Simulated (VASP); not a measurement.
# Ti3Al (Fm-3m) in VASP: notebook

Ti3Al is run at these levels: r2SCAN; tasks: single point.

Everything below comes from runs of VASP 6.6.1. Logs are shortened: lines on timing, memory, paths and dates and some standing lists are left out, and cuts for length are marked.

### Step 1. The cell of the first run

It takes space group Fm-3m (No. 225, cubic). The conventional cell has a = 6.576 Å, b = 6.576 Å, c = 6.576 Å, α = 90.00°, β = 90.00°, γ = 90.00°. Ti (site symmetry -43m) has 10 Ti at 2.85 to 3.29 Å and 4 Al at 2.85 Å within 3.8 Å. Ti (site symmetry m-3m) has 8 Ti at 2.85 Å and 6 Al at 3.29 Å within 3.8 Å. Within 3.8 Å of Al (site symmetry m-3m) lie 14 Ti at 2.85 to 3.29 Å.

### Step 2. Single point, r2SCAN

Contents of POSCAR:

```
Ti3Al
1.0
    0.0000000000      3.2882416927      3.2882416927
    3.2882416927      0.0000000000      3.2882416927
    3.2882416927      3.2882416927      0.0000000000
Ti Al
3 1
Direct
    0.7500000000      0.7500000000      0.7500000000
    0.2500000000      0.2500000000      0.2500000000
    0.0000000000      0.0000000000      0.0000000000
    0.5000000000      0.5000000000      0.5000000000
```

Contents of INCAR.step1:

```
SYSTEM = Ti3Al
ALGO = Normal ; EDIFF = 1E-4
ENCUT = 520 ; GGA = PE
ISMEAR = 1 ; LASPH = .TRUE.
LCHARG = .FALSE. ; LREAL = .FALSE.
LWAVE = .TRUE. ; NBANDS = 28
NELM = 80 ; PREC = Accurate
SIGMA = 0.15
```

Contents of INCAR.step2:

```
SYSTEM = Ti3Al
ALGO = Normal ; EDIFF = 1E-7
ENCUT = 520 ; ISIF = 2
ISMEAR = 1 ; ISTART = 1
LASPH = .TRUE. ; LCHARG = .FALSE.
LMIXTAU = .TRUE. ; LREAL = .FALSE.
LWAVE = .FALSE. ; METAGGA = R2SCAN
NBANDS = 28 ; NELM = 80
PREC = Accurate ; SIGMA = 0.15
```

Contents of KPOINTS:

```
k-points
0
G
  6 6 6
  0 0 0
```

Potentials or basis: VASP PAW PBE potentials, release 64 (Ti_sv, Al).

Launch:

```console
> cat potpaw_PBE.64/Ti_sv/POTCAR potpaw_PBE.64/Al/POTCAR > POTCAR
> cp INCAR.step1 INCAR
> mpirun -np 1 vasp_std > vasp.out
> cp INCAR.step2 INCAR
> mpirun -np 1 vasp_std > vasp.out
```

OUTCAR:

```text
SYSTEM = Ti3Al
   EDIFF = 1E-7
   ENCUT = 520
   ISIF = 2
   ISMEAR = 1
   ISTART = 1
   LASPH = .TRUE.
   LREAL = .FALSE.
   METAGGA = R2SCAN
   NELM = 80
   PREC = Accurate

 ion  position               nearest neighbor table
   1  0.750  0.750  0.750-   3 2.85   4 2.85   4 2.85   4 2.85   4 2.85   3 2.85   3 2.85   3 2.85

   2  0.250  0.250  0.250-   3 2.85   4 2.85   3 2.85   3 2.85   3 2.85   4 2.85   4 2.85   4 2.85

   3  0.000  0.000  0.000-   1 2.85   2 2.85   1 2.85   1 2.85   1 2.85   2 2.85   2 2.85   2 2.85

   4  0.500  0.500  0.500-   1 2.85   2 2.85   2 2.85   2 2.85   2 2.85   1 2.85   1 2.85   1 2.85

  LATTYP: Found a face centered cubic cell.
 ALAT       =     6.5764833854

  Lattice vectors:

 A1 = (   0.0000000000,   3.2882416927,   3.2882416927)
 A2 = (   3.2882416927,   0.0000000000,   3.2882416927)
 A3 = (   3.2882416927,   3.2882416927,   0.0000000000)

Analysis of symmetry for initial positions (statically):
=====================================================================
 Subroutine PRICEL returns:
 Original cell was already a primitive cell.

 Routine SETGRP: Setting up the symmetry group for a
 face centered cubic supercell.

 Subroutine GETGRP returns: Found 48 space group operations
 (whereof 48 operations were pure point group operations)
 out of a pool of 48 trial point group operations.

The static configuration has the point symmetry O_h .

Analysis of symmetry for dynamics (positions and initial velocities):
=====================================================================
 Subroutine PRICEL returns:
 Original cell was already a primitive cell.

 Routine SETGRP: Setting up the symmetry group for a
 face centered cubic supercell.

 Subroutine GETGRP returns: Found 48 space group operations
 (whereof 48 operations were pure point group operations)
 out of a pool of 48 trial point group operations.

The dynamic configuration has the point symmetry O_h .

 Subroutine INISYM returns: Found 48 space group operations
 (whereof 48 operations are pure point group operations),
 and found     1 'primitive' translations

----------------------------------------------------------------------------------------

                                     Primitive cell

  volume of cell :      71.1084

  direct lattice vectors                    reciprocal lattice vectors
     0.000000000  3.288241693  3.288241693    -0.152056949  0.152056949  0.152056949
     3.288241693  0.000000000  3.288241693     0.152056949 -0.152056949  0.152056949
     3.288241693  3.288241693  0.000000000     0.152056949  0.152056949 -0.152056949

  length of vectors
     4.650275998  4.650275998  4.650275998     0.263370362  0.263370362  0.263370362

  position of ions in fractional coordinates (direct lattice)
     0.750000000  0.750000000  0.750000000
     0.250000000  0.250000000  0.250000000
     0.000000000  0.000000000  0.000000000
     0.500000000  0.500000000  0.500000000

  ion indices of the primitive-cell ions
   primitive index   ion index
                 1           1
                 2           2
                 3           3
                 4           4

----------------------------------------------------------------------------------------

 KPOINTS: k-points

Automatic generation of k-mesh.
 Grid dimensions read from file:
 generate k-points for:    6    6    6

 Generating k-lattice:

  Cartesian coordinates                     Fractional coordinates (reciprocal lattice)
    -0.025342825  0.025342825  0.025342825     0.166666667  0.000000000  0.000000000
     0.025342825 -0.025342825  0.025342825     0.000000000  0.166666667  0.000000000
     0.025342825  0.025342825 -0.025342825     0.000000000  0.000000000  0.166666667

  Length of vectors
     0.043895060  0.043895060  0.043895060

  Shift w.r.t. Gamma in fractional coordinates (k-lattice)
     0.000000000  0.000000000  0.000000000

 Subroutine IBZKPT returns following result:
 ===========================================

 Found     16 irreducible k-points:

 Following reciprocal coordinates:
            Coordinates               Weight
  0.000000  0.000000  0.000000      1.000000
  0.166667  0.000000  0.000000      8.000000
  0.333333  0.000000  0.000000      8.000000
  0.500000  0.000000  0.000000      4.000000
  0.166667  0.166667  0.000000      6.000000
  0.333333  0.166667  0.000000     24.000000
[... 8 lines left out ...]
 -0.333333  0.333333  0.166667     24.000000
 -0.333333  0.500000  0.166667     12.000000
   k-points           NKPTS =     16   k-points in BZ     NKDIM =     16   number of bands    NBANDS=     28
   number of dos      NEDOS =    301   number of ions     NIONS =      4
   total plane-waves  NPLWV =  46656
   dimension x,y,z NGX =    36 NGY =   36 NGZ =   36
   dimension x,y,z NGXF=    72 NGYF=   72 NGZF=   72
   ions per type =               3   1
   NGX,Y,Z   is equivalent  to a cutoff of  12.87, 12.87, 12.87 a.u.
   NGXF,Y,Z  is equivalent  to a cutoff of  25.74, 25.74, 25.74 a.u.
 SYSTEM =  Ti3Al
   PREC   = accura    normal or accurate (medium, high low for compatibility)
   ISTART =      1    job   : 0-new  1-cont  2-samecut
   ICHARG =      0    charge: 1-file 2-atom 10-const
   ISPIN  =      1    spin polarized calculation?
   LNONCOLLINEAR =      F non collinear calculations
   LSORBIT =      F    spin-orbit coupling
   LASPH  =      T    aspherical Exc in radial PAW
   ENCUT  =  520.0 eV  38.22 Ry    6.18 a.u.   8.65  8.65  8.65*2*pi/ulx,y,z
   NELM   =     80;   NELMIN=  2; NELMDL=  0     # of ELM steps
   EDIFF  = 0.1E-06   stopping-criterion for ELM
   LREAL  =      F    real-space projection
   EDIFFG = 0.1E-05   stopping-criterion for IOM
   NSW    =      0    number of steps for IOM
   IBRION =     -1    ionic relax: 0-MD 1-quasi-New 2-CG
   NFREE  =      0    steps in history (QN), initial steepest desc. (CG)
   ISIF   =      2    stress and relaxation
   ISYM   =      2    0-nonsym 1-usesym 2-fastsym
   POTIM  = 0.5000    time-step for ionic-motion
   TEBEG  =    0.0;   TEEND  =   0.0 temperature during run
   PSTRESS=    0.0 pullay stress
   NELECT =      39.0000    total number of electrons
   NUPDOWN=      -1.0000    fix difference up-down
   EMIN   =  10.00;   EMAX   =-10.00  energy-range for DOS
   EFERMI =   0.00;   METHOD = LEGACY
   ISMEAR =     1;   SIGMA  =   0.15  broadening in eV -4-tet -1-fermi 0-gaus
   EFERMI_NEDOS =   21; number of points for ismear=-14 and -15
   IALGO  =     38    algorithm
   IMIX   =      4    mixing-type and parameters
     AMIX     =   0.40;   BMIX     =  1.00
     AMIX_MAG =   1.60;   BMIX_MAG =  1.00
  volume/ion in A,a.u.               =      17.78       119.97
  Fermi-wavevector in a.u.,A,eV,Ry     =   1.340055  2.532337 24.432628  1.795748
  Thomas-Fermi vector in A             =   2.468398
   LORBIT       =      0    0 simple, 1 ext, 2 COOP (PROOUT), +10 PAW based schemes
   METAGGA = R2SCAN    functional components
   LHFCALC =     F    Hartree Fock is set to
   AEXX    =    0.0000 exact exchange contribution
   IVDW    =     0    specifies the selected vdW correction
   LEPSILON=     F    determine dielectric tensor
   LRPA    =     F    only Hartree local field effects (RPA)
 non-spin polarized calculation
 Methfessel and Paxton  Order N= 1 SIGMA  =   0.15
  energy-cutoff  :      520.00
  volume of cell :       71.11
 maximum number of plane-waves:      1936
 NGX is ok and might be reduce to    36
   NGX = 17   NGY = 17   NGZ = 17

 number of electron      38.9999985 magnetization

 Free energy of the ion-electron system (eV)
  ---------------------------------------------------
  ext. energy  EPLUGINS =         0.00000000
  ---------------------------------------------------
  free energy    TOTEN  =       -46.09002167 eV

  energy without entropy =      -46.08917726  energy(sigma->0) =      -46.08974020

 E-fermi :   7.5629     XC(G=0): -11.8601

 val. band max:        7.5444195557   @ k =   0.3333   0.1667   0.0000
 cond. band min:       7.5765068710   @ k =   0.5000   0.5000   0.0000
 fundamental gap:      0.0320873152
 Fermi energy:         7.5629102313

 k-point     1 :       0.0000    0.0000    0.0000
  band No.  band energies     occupation
      1     -51.5246      2.00000
      2     -51.4744      2.00000
      3     -51.2403      2.00000
      4     -26.7468      2.00000
      5     -26.7468      2.00000
      6     -26.7467      2.00000
[... 20 lines left out ...]
     27      10.5891      0.00000
     28      10.5891      0.00000

 k-point     2 :       0.1667    0.0000    0.0000
  band No.  band energies     occupation
      1     -51.5191      2.00000
      2     -51.4763      2.00000
      3     -51.2439      2.00000
      4     -26.7942      2.00000
      5     -26.7781      2.00000
      6     -26.7780      2.00000
[... 20 lines left out ...]
     27      10.6222      0.00000
     28      10.6222      0.00000

 k-point     3 :       0.3333    0.0000    0.0000
  band No.  band energies     occupation
      1     -51.5059      2.00000
      2     -51.4818      2.00000
      3     -51.2517      2.00000
      4     -26.8034      2.00000
      5     -26.8033      2.00000
      6     -26.7996      2.00000
[... 20 lines left out ...]
     27      10.5078     -0.00000
     28      10.5078     -0.00000

 k-point     4 :       0.5000    0.0000    0.0000
  band No.  band energies     occupation
      1     -51.4948      2.00000
      2     -51.4889      2.00000
      3     -51.2558      2.00000
      4     -26.8130      2.00000
      5     -26.8129      2.00000
      6     -26.7823      2.00000
[... 20 lines left out ...]
     27      10.4662     -0.00000
     28      10.4662     -0.00000

 k-point     5 :       0.1667    0.1667    0.0000
  band No.  band energies     occupation
      1     -51.5174      2.00000
      2     -51.4768      2.00000
      3     -51.2452      2.00000
      4     -26.8110      2.00000
      5     -26.8109      2.00000
      6     -26.7520      2.00000
[... 20 lines left out ...]
     27      10.5861      0.00000
     28      10.6614      0.00000

 k-point     6 :       0.3333    0.1667    0.0000
  band No.  band energies     occupation
      1     -51.5072      2.00000
      2     -51.4805      2.00000
      3     -51.2517      2.00000
      4     -26.8353      2.00000
      5     -26.8305      2.00000
      6     -26.7719      2.00000
[... 215 lines left out ...]
      5     -26.8879      2.00000
      6     -26.7734      2.00000
[... 20 lines left out ...]
     27      10.3240     -0.00000
     28      10.5326     -0.00000

 k-point    14 :       0.5000    0.3333    0.1667
  band No.  band energies     occupation
      1     -51.4981      2.00000
      2     -51.4840      2.00000
      3     -51.2574      2.00000
      4     -26.8653      2.00000
      5     -26.8267      2.00000
      6     -26.7832      2.00000
[... 20 lines left out ...]
     27      10.4363     -0.00000
     28      10.6222      0.00000

 k-point    15 :      -0.3333    0.3333    0.1667
  band No.  band energies     occupation
      1     -51.4903      2.00000
      2     -51.4888      2.00000
      3     -51.2603      2.00000
      4     -26.8770      2.00000
      5     -26.8040      2.00000
      6     -26.7902      2.00000
[... 20 lines left out ...]
     27      10.2812     -0.00000
     28      10.5043     -0.00000

 k-point    16 :      -0.3333    0.5000    0.1667
  band No.  band energies     occupation
      1     -51.4913      2.00000
      2     -51.4864      2.00000
      3     -51.2619      2.00000
      4     -26.8928      2.00000
      5     -26.8407      2.00000
      6     -26.7671      2.00000
[... 20 lines left out ...]
     27      10.2440     -0.00000
     28      10.3342     -0.00000

------------------------ aborting loop because EDIFF is reached ----------------------------------------

  FORCE on cell =-STRESS in cart. coord.  units (eV):
  Direction    XX          YY          ZZ          XY          YZ          ZX
  --------------------------------------------------------------------------------------
  -------------------------------------------------------------------------------------
  Total       -3.1854846     -3.1854846     -3.1854846     -0.0000000      0.0000000     -0.0000000
  in kB      -71.7736281    -71.7736281    -71.7736281     -0.0000000      0.0000000     -0.0000000
  external PRESSURE =     -71.7736281 kB  Pullay stress =       0.0000000 kB

 VOLUME and BASIS-vectors are now :
 -----------------------------------------------------------------------------
  energy-cutoff  :      520.00
  volume of cell :       71.11
      direct lattice vectors                 reciprocal lattice vectors
     0.000000000  3.288241693  3.288241693    -0.152056949  0.152056949  0.152056949
     3.288241693  0.000000000  3.288241693     0.152056949 -0.152056949  0.152056949
     3.288241693  3.288241693  0.000000000     0.152056949  0.152056949 -0.152056949

 POSITION                                       TOTAL-FORCE (eV/Angst)
 -----------------------------------------------------------------------------------
      4.93236      4.93236      4.93236         0.000000     -0.000000      0.000000
      1.64412      1.64412      1.64412        -0.000000      0.000000     -0.000000
      0.00000      0.00000      0.00000         0.000000     -0.000000      0.000000
      3.28824      3.28824      3.28824         0.000000     -0.000000      0.000000
 -----------------------------------------------------------------------------------
    total drift:                                0.000000      0.000000      0.000000

  FREE ENERGIE OF THE ION-ELECTRON SYSTEM (eV)
  ---------------------------------------------------
  free  energy   TOTEN  =       -46.0900216681 eV

  energy  without entropy=      -46.0891772634  energy(sigma->0) =      -46.08974020
```

It took 76 s on 1 thread of Intel Xeon 6975P-C (Granite Rapids), shared host; peak memory 0.21 GiB.

What came out:

```
Free energy : -46.0900 eV
Pressure    : -7.2 GPa
```

Caveat: the PAW data sets were made with another functional, which shifts forces and pressure a little.

### Step 3. Single point, r2SCAN

This run uses another cell than the first one, of 18.23 Å³/atom, 1.025 times its volume.

Contents of POSCAR:

```
Ti3Al
1.0
    0.0000000000      3.3157596390      3.3157596390
    3.3157596390      0.0000000000      3.3157596390
    3.3157596390      3.3157596390      0.0000000000
Ti Al
3 1
Direct
    0.7500000000      0.7500000000      0.7500000000
    0.2500000000      0.2500000000      0.2500000000
    0.0000000000      0.0000000000      0.0000000000
    0.5000000000      0.5000000000      0.5000000000
```

Contents of INCAR.step1:

```
PREC = Accurate
ENCUT = 520
ISMEAR = 1
SIGMA = 0.15
LREAL = F
LASPH = T
NELM = 60
NBANDS = 28
GGA = PE
ALGO = Normal
EDIFF = 1E-4
LWAVE = T
LCHARG = F
```

Contents of INCAR.step2:

```
PREC = Accurate
ENCUT = 520
EDIFF = 1E-6
ISMEAR = 1
SIGMA = 0.15
LREAL = F
LASPH = T
NELM = 60
ALGO = Normal
ISIF = 2
LWAVE = F
LCHARG = T
METAGGA = R2SCAN
LMIXTAU = T
LELF = T
LVHAR = T
NBANDS = 28
ISTART = 1
```

Contents of KPOINTS:

```
Automatic mesh
0
Gamma
  6 6 6
```

Potentials or basis: VASP PAW PBE potentials, release 64 (Ti_sv, Al).

Launch:

```console
> cat potpaw_PBE.64/Ti_sv/POTCAR potpaw_PBE.64/Al/POTCAR > POTCAR
> cp INCAR.step1 INCAR
> mpirun -np 1 vasp_std > vasp.out
> cp INCAR.step2 INCAR
> mpirun -np 1 vasp_std > vasp.out
```

Run time: 66 s. Hardware: 1 thread of Intel Xeon 6975P-C (Granite Rapids), shared host; peak memory 0.22 GiB.

The run converged. Its results:

```yaml
Free_energy: -45.9971 eV
Pressure: -9.4 GPa
```

Levels at points of the mesh, in eV from the Fermi level:
| k point | band 17 | band 18 | band 19 | band 20 | band 21 | band 22 |
| --- | --- | --- | --- | --- | --- | --- |
| (0.00, 0.00, 0.00) | -1.50 | -1.50 | -0.03 | -0.03 | -0.03 | 2.26 |
| (0.50, 0.00, 0.00) | -0.28 | -0.22 | -0.22 | -0.10 | -0.10 | 0.80 |
| (0.50, 0.50, 0.00) | -0.82 | -0.82 | -0.05 | 0.02 | 0.02 | 1.21 |

Caveat: the PAW data sets were made with another functional, which shifts forces and pressure a little.
